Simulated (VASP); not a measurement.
Write the native input for VASP 6.6.1 that does the following.

```
Task                   : single point
Functional             : RPBE
Potentials or basis    : VASP PAW PBE potentials, release 64 (Ir)
Cutoff                 : 520 eV
k mesh                 : 13 × 13 × 7
Occupations            : fermi-dirac, width 0.1 eV
Spin                   : no spin polarisation
Dipole correction      : no
Further INCAR settings : ALGO = Normal; EDIFF = 1e-07; NBANDS = 16
```

The structure of Ir lies in POSCAR:

```
Ir
1.0
    2.7599121322      0.0000000000      0.0000000000
   -1.3799560661      2.3901540187      0.0000000000
    0.0000000000      0.0000000000      4.4753356895
Ir
2
Direct
    0.3333333333      0.6666666667      0.2500000000
    0.6666666667      0.3333333333      0.7500000000
```

One way to write it, as run:

INCAR

```
PREC     = Accurate       # precision mode
ENCUT    = 520            # plane-wave cutoff, eV
EDIFF    = 1E-7           # SCF threshold, eV
ISMEAR   = -1             # smearing method
SIGMA    = 0.1            # smearing width, eV
LREAL    = F              # projectors in reciprocal space
LASPH    = T              # aspherical terms in the spheres
NELM     = 100            # most SCF steps
ALGO     = Normal         # electronic algorithm
ISIF     = 2              # what is computed and relaxed
LWAVE    = F              # write WAVECAR
LCHARG   = F              # write CHGCAR
GGA      = RP             # functional
NBANDS   = 16             # bands
```

KPOINTS

```
regular mesh
0
Gamma
  13 13 7
```

Potentials or basis: VASP PAW PBE potentials, release 64 (Ir).

Command:

```bash
$ cat potpaw_PBE.64/Ir/POTCAR > POTCAR
$ mpirun -np 1 vasp_std > vasp.out
```

It gave:

| Item | Value |
| --- | --- |
| Pressure | 0.3 GPa |
| Band gap on the k mesh | zero (band 9 reaches 10.76 eV, above the bottom of band 10 at 7.61 eV) |

Caveat: the PAW data sets were made with another functional, which shifts forces and pressure a little; spin-orbit coupling is left out, which moves the levels of the heavy elements.

Wall time 15 s on 1 thread of Intel(R) Xeon(R) 6975P-C (Granite Rapids), on a shared host, peak memory 0.17 GiB.
